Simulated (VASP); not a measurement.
Write the native input for VASP 6.6.1 that does the following.

| Item | Value |
| --- | --- |
| Task | single point |
| Functional | LDA |
| Potentials or basis | VASP PAW LDA potentials, release 64 (Fe) |
| Cutoff | 520 eV |
| k mesh | 10 × 10 × 9 |
| Occupations | fermi-dirac, width 0.025 eV |
| Spin | collinear spin, antiferromagnetic start |
| Starting moments | [1.2, -1.2] μB |
| Dipole correction | no |
| Further INCAR settings | ALGO = Normal; EDIFF = 1e-06; NBANDS = 19 |

The structure of Fe lies in POSCAR:

```
Fe
1.0
    0.0000000000     -1.9417396906      1.9651051623
    0.0000000000      1.9417396906      1.9651051623
   -2.9968794198      0.0000000000      0.0000000000
Fe
2
Direct
    0.0000000000      0.0000000000      0.0000000000
    0.5000000000      0.5000000000      0.5000000000
```

One way to write it, as run:

INCAR

```
SYSTEM = Fe
  ALGO = Normal
  EDIFF = 1E-6
  ENCUT = 520
  GGA = CA
  ISIF = 2
  ISMEAR = -1
  ISPIN = 2
  LASPH = .TRUE.
  LCHARG = .FALSE.
  LMAXMIX = 4
  LORBIT = 11
  LREAL = .FALSE.
  LWAVE = .FALSE.
  MAGMOM = 1.2 -1.2
  NBANDS = 19
  NELM = 150
  PREC = Accurate
  SIGMA = 0.025
```

KPOINTS

```
k-points
0
G
  10 10 9
  0 0 0
```

Potentials or basis: VASP PAW LDA potentials, release 64 (Fe).

The run is started by

```bash
$ cat potpaw_LDA.64/Fe/POTCAR > POTCAR
$ mpirun -np 1 vasp_std > vasp.out
```

It gave:

```json
{
 "Pressure": "-33.7 GPa",
 "Band gap on the k mesh": "zero (filled and empty bands overlap)",
 "Net moment": "0.00 μB per cell",
 "Site moments": "Fe +0.64, -0.64 μB",
 "Valence electrons inside the program's atomic spheres": "Fe 7.26"
}
```

Run time: 2.5 min on 1 thread of AMD EPYC 7R13 Processor (Zen 3), on a shared host, peak memory 0.17 GiB.
